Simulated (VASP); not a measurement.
Wanted: the native input for a VASP 6.6.1 run.

```yaml
Task: relaxation of cell and atoms
Functional: LDA
Potentials_or_basis: VASP PAW LDA potentials, release 64 (La, H)
Cutoff: 600 eV
k_mesh: 6 × 6 × 6
Occupations: fermi-dirac, width 0.15 eV
Spin: no spin polarisation
Dipole_correction: no
Further_INCAR_settings: ALGO = Normal; EDIFF = 1e-07; IBRION = 2; EDIFFG = -0.01; NSW = 80; ISIF = 3
```

The structure of LaH3 lies in POSCAR:

```
LaH3
1.0
    0.0000000000      2.7864790000      2.7864790000
    2.7864790000      0.0000000000      2.7864790000
    2.7864790000      2.7864790000      0.0000000000
La H
1 3
Direct
    0.0000000000      0.0000000000      0.0000000000
    0.5000000000      0.5000000000      0.5000000000
    0.7500000000      0.7500000000      0.7500000000
    0.2500000000      0.2500000000      0.2500000000
```

These files were run (other wordings do the same):

INCAR

```
SYSTEM = LaH3
  PREC = Accurate
  ENCUT = 600
  EDIFF = 1E-7
  ISMEAR = -1
  SIGMA = 0.15
  LREAL = .FALSE.
  LASPH = .TRUE.
  NELM = 80
  ALGO = Normal
  ISIF = 3
  LWAVE = .FALSE.
  LCHARG = .FALSE.
  IBRION = 2
  NSW = 80
  EDIFFG = -0.01
```

KPOINTS

```
Automatic mesh
0
G
  6 6 6
  0 0 0
```

Potentials or basis: VASP PAW LDA potentials, release 64 (La, H).

The run is started by

```sh
$ cat potpaw_LDA.64/La/POTCAR potpaw_LDA.64/H/POTCAR > POTCAR
$ mpirun -np 1 vasp_std > vasp.out
```

Results of the run:

- Relaxed volume: 10.21 Å³/atom
- Relaxed cell: a = 3.866 Å, b = 3.866 Å, c = 3.866 Å, α = 60.00°, β = 60.00°, γ = 60.00°
- Space group after relaxing (to 0.05 Å): Fm-3m (No. 225)
- Energy gained by relaxing: 9.2 meV/atom
- Ionic steps: 3
- Pressure after relaxing: 0.0 GPa
- Band gap on the k mesh: zero (band 7 reaches 8.37 eV, above the bottom of band 8 at 8.19 eV)

Caveat: spin-orbit coupling is left out, which moves the levels of the heavy elements.

Run time: 20 s on 1 thread of Intel(R) Xeon(R) Platinum 8375C CPU @ 2.90GHz (Ice Lake), with other jobs on the host, peak memory 0.17 GiB.
